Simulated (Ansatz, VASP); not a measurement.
Two plane-wave programs on BN

```
B N
1.0
     0.00000    1.94712    1.81043
     1.81043    0.00000    1.81043
     1.81043    1.94712    0.00000
B N
1 1
Direct
  0.00000 0.00000 0.00000
  0.75000 0.75000 0.75000
```

Alike in both runs: task single point; functional PBE; k mesh 12 × 12 × 12; occupations gaussian, width 0.05 eV; no spin polarisation.

|  | VASP | Ansatz |
| --- | --- | --- |
| version | VASP 6.6.1 | Ansatz 0.2.0 |
| potentials or method | VASP PAW PBE potentials, release 64 (B, N), cutoff 520 eV | scalar-relativistic, plane waves, PAW |
| valence electrons in the cell | 8 | 8 |

|  | VASP | Ansatz | Ansatz less VASP |
| --- | --- | --- | --- |
| gap on the k mesh at the Fermi level (eV) | 3.76 | 3.77 | +0.009 |
| least direct gap on the mesh (eV) | 8.07 | 8.07 | +0.002 |
| pressure (GPa) | -22.7 | -22.7 | -0.05 |
| traceless stress, the component that is largest in VASP (GPa) | -30.40 | -30.38 | +0.024 |
